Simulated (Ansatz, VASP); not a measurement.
**Sb in VASP and in Ansatz**

```
CELL_PARAMETERS angstrom
3.31353 0.00000 0.00000
-1.65676 2.86960 0.00000
0.00000 0.00000 21.41100
ATOMIC_POSITIONS crystal
Sb 0.16667 0.33333 0.37552
Sb 0.50000 0.00000 0.50000
Sb 0.83333 0.66667 0.62448
```

Alike in both runs: functional LDA; k mesh 14 × 14 × 1; occupations fermi-dirac, width 0.05 eV; no spin polarisation.

Ansatz relaxed the structure, and its values are those at the end. VASP's run is a single point on that final structure, the one shown.

|  | VASP | Ansatz |
| --- | --- | --- |
| version | VASP 6.6.1 | Ansatz 0.2.0 |
| potentials or method | VASP PAW LDA potentials, release 64 (Sb), cutoff 520 eV | all-electron LAPW, scalar-relativistic |

```csv
,VASP,Ansatz,Ansatz less VASP
rms of the force components (eV/Å),0.006,0.001,-0.0055
```

LDA's correlation is that of Perdew and Zunger in VASP and of Perdew and Wang (1992) in Ansatz. Ansatz ran all-electron here, and VASP with PAW potentials.

Neither program's run includes spin-orbit coupling.
